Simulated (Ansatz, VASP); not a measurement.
**Pd: VASP beside Ansatz**

The input INCAR:

```
SYSTEM = Pd
PREC = Accurate
ENCUT = 500
EDIFF = 1E-6
ISMEAR = -1
SIGMA = 0.1
LREAL = .FALSE.
LASPH = .TRUE.
NELM = 120
ALGO = Normal
ISIF = 2
LWAVE = .FALSE.
LCHARG = .FALSE.
GGA = RE
NBANDS = 11
GGA_COMPAT = .FALSE.
```

KPOINTS

```
regular mesh
0
G
  16 16 16
  0 0 0
```

POSCAR

```
Pd
1.0
   -1.5150966735      1.5150966735      1.5150966735
    1.5150966735     -1.5150966735      1.5150966735
    1.5150966735      1.5150966735     -1.5150966735
Pd
1
Direct
    0.0000000000      0.0000000000      0.0000000000
```

Input for Ansatz:

```yaml
crystal:
  lattice:
    - [-1.5150966735, 1.5150966735, 1.5150966735]
    - [1.5150966735, -1.5150966735, 1.5150966735]
    - [1.5150966735, 1.5150966735, -1.5150966735]
  atoms:
    - { symbol: Pd, position: [0.0, 0.0, 0.0] }
hamiltonian:
  xc: revpbe
  pseudopotentials:
    kind: paw
    azcp:
      Pd: "pseudopotentials/Pd.paw.azcp"
basis:
  ecutwfc: 420
  fft_grid_basis: typed
kpoints:
  mp_grid: { grid: [16, 16, 16], shift: [0, 0, 0] }
magnetization:
  spin_polarized: false
scf:
  occupations: { method: fermi_dirac, width: 0.1 }
  lower_state_search: "off"
output:
  stress: true
```

Alike in both runs: task single point; functional revPBE; k mesh 16 × 16 × 16; occupations fermi-dirac, width 0.1 eV; no spin polarisation.

|  | VASP | Ansatz |
| --- | --- | --- |
| version | VASP 6.6.1 | Ansatz 0.2.0 |
| potentials or method | VASP PAW PBE potentials, release 64 (Pd), cutoff 500 eV | plane waves (420 eV) with PAW, scalar-relativistic |
| valence electrons in the cell | 10 | 18 |

```csv
,VASP,Ansatz,Ansatz less VASP
pressure (GPa),26.4,26.8,+0.40
```

VASP's potentials were made for PBE, not for revPBE. With one functional, cell and mesh, what is left measures potentials, basis and numerics. VASP's potentials hold 10 valence electrons a cell and Ansatz's 18, so a difference there can come from the potentials and not from the codes.
